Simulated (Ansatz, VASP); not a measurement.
# Cu: VASP beside Ansatz

The input INCAR:

```
SYSTEM = Cu
PREC     = Accurate       ! precision mode
ENCUT    = 600            ! plane-wave cutoff, eV
EDIFF    = 1E-6           ! SCF threshold, eV
ISMEAR   = -1             ! smearing method
SIGMA    = 0.15           ! smearing width, eV
LREAL    = .False.        ! projectors in reciprocal space
LASPH    = .True.         ! aspherical terms in the spheres
NELM     = 120            ! most SCF steps
ALGO     = Normal         ! electronic algorithm
ISIF     = 2              ! what is computed and relaxed
LWAVE    = .False.        ! write WAVECAR
LCHARG   = .False.        ! write CHGCAR
GGA      = PE             ! functional
NBANDS   = 18             ! bands
GGA_COMPAT= .False.
```

File KPOINTS:

```
regular mesh
0
Gamma
  4 4 4
  0 0 0
```

File POSCAR:

```
Cu
1.0
    2.8500000000      0.0000000000      0.0000000000
    0.0000000000      2.8500000000      0.0000000000
    0.0000000000      0.0000000000      2.8500000000
Cu
2
Direct
    0.0000000000      0.0000000000      0.0000000000
    0.4498710479      0.4498710479      0.4498710479
```

Input for Ansatz:

```yaml
crystal:
  atoms:
  - position: [0.0, 0.0, 0.0]
    symbol: Cu
  - position: [0.44987104790895394, 0.44987104790895394, 0.44987104790895394]
    symbol: Cu
  lattice:
  - [2.85, 0.0, 0.0]
  - [0.0, 2.85, 0.0]
  - [0.0, 0.0, 2.85]
hamiltonian:
  dispersion: none
  pseudopotentials:
    kind: all_electron
    lapw:
      basis_error: 0.025 meV
      muffin_tin_radii: {Cu: 1.0742}
    relativity: none
  xc: pbe
kpoints:
  mp_grid:
    grid: [4, 4, 4]
    shift: [0, 0, 0]
magnetization: {spin_polarized: false}
output: {forces: true, stress: true}
scf:
  convergence: {dr2_threshold: 1e-10 eV}
  lower_state_search: 'off'
  max_iter: 200
  occupations: {method: fermi_dirac, width: 0.15}
```

Alike in both runs: task single point; functional PBE; k mesh 4 × 4 × 4; occupations fermi-dirac, width 0.15 eV; no spin polarisation.

```csv
,VASP,Ansatz
version,VASP 6.6.1,Ansatz 0.2 development build
potentials or method,"VASP PAW PBE potentials, release 64 (Cu), cutoff 600 eV","all-electron full-potential LAPW, non-relativistic"
```

Ansatz gave:

* pressure (GPa): 13.8
* traceless stress, the component that is largest in VASP (GPa): 3.57
* rms of the force components (eV/Å): 1.286

Question: What did VASP give for the same quantities?

Answer: Pressure (GPa): 10.0; traceless stress, the component that is largest in VASP (GPa): 3.53; rms of the force components (eV/Å): 1.225.

Atom by atom the forces differ by 0.061 eV/Å (rms over components). Ansatz ran all-electron here, and VASP with PAW potentials.

The k mesh is coarse, so the values compare programs but aren't converged.
